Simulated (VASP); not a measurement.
Input of a VASP 6.6.1 run:

File INCAR:

```
PREC     = Accurate       # precision mode
ENCUT    = 520            # plane-wave cutoff, eV
EDIFF    = 1E-6           # SCF threshold, eV
ISMEAR   = 0              # smearing method
SIGMA    = 0.05           # smearing width, eV
LREAL    = False          # projectors in reciprocal space
LASPH    = True           # aspherical terms in the spheres
NELM     = 100            # most SCF steps
ALGO     = Normal         # electronic algorithm
ISIF     = 2              # what is computed and relaxed
LWAVE    = False          # write WAVECAR
LCHARG   = False          # write CHGCAR
LDIPOL   = True         
IDIPOL   = 3            
DIPOL    = 0.5 0.5 0.328
GGA      = PE             # functional
IVDW     = 12             # dispersion correction
NBANDS   = 27             # bands
```

The input KPOINTS:

```
Automatic mesh
0
Gamma
  7 5 1
```

File POSCAR:

```
Si3N
1.0
    3.8333442755      0.0000000000      0.0000000000
    0.0000000000      5.4211674636      0.0000000000
    0.0000000000      0.0000000000     22.4877586337
Si N
6 2
Direct
    0.5000000000      0.0000000000      0.1778745523
    0.0000000000      0.2500000000      0.1778745523
    0.0000000000      0.5038839981      0.2608672216
    0.5000000000      0.7461160019      0.2608672216
    0.5000000000      0.0086033066      0.3418641564
    0.0000000000      0.2413966934      0.3418641564
    1.0000000000      0.1752699732      0.5063981173
    1.0000000000      0.1752699732      0.5553136192
```

Potentials or basis: VASP PAW PBE potentials, release 64 (Si, N).

Command:

```console
$ cat potpaw_PBE.64/Si/POTCAR potpaw_PBE.64/N/POTCAR > POTCAR
$ mpirun -np 1 vasp_std > vasp.out
```

**Question.** What does it give for the dispersion energy per atom?

**Answer.** -0.201 eV.

**Question.** What does it give for the largest force?

**Answer.** 2.120 eV/Å.

Forces on the atoms (eV/Å):
```
Si   0.000  0.562 -0.047
Si   0.000 -0.559 -0.049
Si   0.000 -0.089 -0.006
Si   0.000  0.094 -0.004
Si   0.000 -0.009  0.075
Si   0.000  0.007  0.029
N    0.000 -0.009 -2.118
N    0.000  0.004  2.120
```

Caveat: the standard files for N, O and F lose accuracy on very short bonds.
